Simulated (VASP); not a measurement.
## As: single point with LDA

As:

```
As
1.0
     2.62257    0.00000    0.00000
     0.00000    2.62257    0.00000
     0.00000    0.00000    2.70368
As
1
Direct
  0.50000 0.50000 0.50000
```

This cell differs from its parent crystal: strain -0.030 along x and y, +0.000 along z.

- Program: VASP 6.6.1
- Task: single point
- Functional: LDA
- Potentials or basis: VASP PAW LDA potentials, release 64 (As)
- Cutoff: 520 eV
- k mesh: 18 × 18 × 18
- Occupations: gaussian, width 0.15 eV
- Spin: no spin polarisation
- Dipole correction: no
- Further INCAR settings: ALGO = Normal; EDIFF = 1e-07; NBANDS = 8

| Property | Result |
| --- | --- |
| Pressure | 3.3 GPa |
| Band gap on the k mesh | zero (an odd number of electrons rules out a gap without spin polarisation) |

Stress tensor (GPa, compression positive):
```
4.95 0.00 0.00
0.00 4.95 0.00
0.00 0.00 0.14
```

Levels at points of the mesh, in eV from the Fermi level:
| k point | band 1 | band 2 | band 3 | band 4 | band 5 | band 6 | band 7 |
| --- | --- | --- | --- | --- | --- | --- | --- |
| (0.00, 0.00, 0.00) | -15.60 | 3.57 | 4.67 | 4.67 | 8.24 | 8.85 | 11.06 |
| (0.50, 0.00, 0.00) | -12.02 | -7.50 | 6.21 | 7.29 | 11.40 | 14.07 | 14.30 |
| (0.50, 0.50, 0.00) | -8.23 | -4.52 | -4.52 | 2.25 | 8.71 | 16.96 | 17.31 |
| (0.00, 0.00, 0.50) | -12.52 | -7.42 | 6.91 | 6.91 | 11.41 | 14.74 | 15.42 |
| (0.50, 0.00, 0.50) | -8.79 | -4.90 | -4.38 | 2.16 | 9.41 | 17.30 | 17.99 |
| (0.50, 0.50, 0.50) | -4.60 | -2.16 | -2.16 | -1.59 | 5.61 | 5.95 | 5.95 |

It took 70 s on 1 thread of AMD EPYC 7R13, on a shared host, peak memory 0.15 GiB.

Caveat: the cell differs from its parent crystal (strain -0.030 along x and y, +0.000 along z); the cell stands under pressure.
